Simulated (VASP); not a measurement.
Set up this calculation in VASP 6.6.1, as the native input.

```yaml
Task: single point
Functional: PBEsol
Potentials_or_basis: VASP PAW PBE potentials, release 64 (Se)
Cutoff: 520 eV
k_mesh: 12 × 12 × 8
Occupations: gaussian, width 0.02 eV
Spin: no spin polarisation
Dipole_correction: no
Further_INCAR_settings: ALGO = Normal; EDIFF = 1e-06; NBANDS = 16
```

The structure of Se lies in POSCAR:

```
Se
1.0
    4.0445426270      0.0000000000      0.0000000000
   -2.0222713135      3.5026766616      0.0000000000
    0.0000000000      0.0000000000      5.1145538300
Se
3
Direct
    0.2485237291      0.0000000000      0.3333333333
    0.0000000000      0.2485237291      0.6666666667
    0.7514762709      0.7514762709      0.0000000000
```

These files were run (other wordings do the same):

INCAR

```
PREC     = Accurate       # precision mode
ENCUT    = 520            # plane-wave cutoff, eV
EDIFF    = 1E-6           # SCF threshold, eV
ISMEAR   = 0              # smearing method
SIGMA    = 0.02           # smearing width, eV
LREAL    = F              # projectors in reciprocal space
LASPH    = T              # aspherical terms in the spheres
NELM     = 80             # most SCF steps
ALGO     = Normal         # electronic algorithm
ISIF     = 2              # what is computed and relaxed
LWAVE    = F              # write WAVECAR
LCHARG   = F              # write CHGCAR
GGA      = PS             # functional
NBANDS   = 16             # bands
```

KPOINTS

```
regular mesh
0
Gamma
  12 12 8
```

Potentials or basis: VASP PAW PBE potentials, release 64 (Se).

Launch:

```console
$ cat potpaw_PBE.64/Se/POTCAR > POTCAR
$ mpirun -np 1 vasp_std > vasp.out
```

It gave:

| Property | Result |
| --- | --- |
| Pressure | 0.2 GPa |
| Largest force | 0.029 eV/Å |
| Band gap on the k mesh | 0.45 eV (least direct gap 0.46 eV) |

Caveat: semilocal functionals underestimate gaps, and a narrow one can read as zero; the PAW data sets were made with another functional, which shifts forces and pressure a little.

It took 2.8 min on 1 thread of Intel Xeon 8259CL, on a shared host, peak memory 0.26 GiB.
